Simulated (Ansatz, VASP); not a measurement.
**One calculation of Al2Cu, two programs**

Contents of INCAR:

```
SYSTEM = Al2Cu
ALGO     = Normal         ! electronic algorithm
EDIFF    = 1E-6           ! SCF threshold, eV
ENCUT    = 520            ! plane-wave cutoff, eV
GGA      = PE             ! functional
ISIF     = 2              ! what is computed and relaxed
ISMEAR   = 0              ! smearing method
LASPH    = .TRUE.         ! aspherical terms in the spheres
LCHARG   = .FALSE.        ! write CHGCAR
LREAL    = .FALSE.        ! projectors in reciprocal space
LWAVE    = .FALSE.        ! write WAVECAR
NBANDS   = 16             ! bands
NELM     = 100            ! most SCF steps
PREC     = Accurate       ! precision mode
SIGMA    = 0.1            ! smearing width, eV
```

Contents of KPOINTS:

```
k-points
0
G
  4 4 6
  0 0 0
```

Contents of POSCAR:

```
Al2Cu
1.0
    4.1051820000      0.0000000000      0.0000000000
    0.0000000000      4.1051820000      0.0000000000
    0.0000000000      0.0000000000      2.8913130000
Al Cu
2 1
Direct
    0.5000000000      0.0000000000      0.5000000000
    0.0121797280      0.5000000000      0.5000000000
    0.0000000000      0.0000000000      0.0000000000
```

Input for Ansatz:

```yaml
crystal:
  lattice:
    - [4.105182, 0.0, 0.0]
    - [0.0, 4.105182, 0.0]
    - [0.0, 0.0, 2.891313]
  atoms:
    - { symbol: Al, position: [0.5, 0.0, 0.5] }
    - { symbol: Al, position: [0.012179728, 0.5, 0.5] }
    - { symbol: Cu, position: [0.0, 0.0, 0.0] }
basis:
  ecutwfc: 420
kpoints:
  mp_grid: { grid: [4, 4, 6] }
hamiltonian:
  xc: pbe
scf:
  occupations: { method: gaussian, width: 0.1 }
output:
  forces: true
  stress: true
  eigenvalues: true
```

Alike in both runs: task single point; functional PBE; k mesh 4 × 4 × 6; occupations gaussian, width 0.1 eV; no spin polarisation.

|  | VASP | Ansatz |
| --- | --- | --- |
| version | VASP 6.6.1 | Ansatz 0.2.0 |
| potentials or method | VASP PAW PBE potentials, release 64 (Al, Cu), cutoff 520 eV | scalar-relativistic, plane waves, PAW |
| valence electrons in the cell | 17 | 25 |

Ansatz gave:

- gap on the k mesh at the Fermi level (eV): none
- pressure (GPa): 0.5
- traceless stress, the component that is largest in VASP (GPa): 2.17
- rms of the force components (eV/Å): 0.045

Q: What did VASP give for the same quantities?

A: gap on the k mesh at the Fermi level (eV): none; pressure (GPa): 0.7; traceless stress, the component that is largest in VASP (GPa): 2.19; rms of the force components (eV/Å): 0.045.

Atom by atom the forces differ by 0.001 eV/Å (rms over components). A gap of «none» marks a metal or a gap that the smearing closes. The functional is the same, so the differences come from potentials, cutoffs and numerics. VASP's potentials hold 17 valence electrons a cell and Ansatz's 25, so a difference there can come from the potentials and not from the codes.

The k mesh is coarse, so the values compare programs but aren't converged.
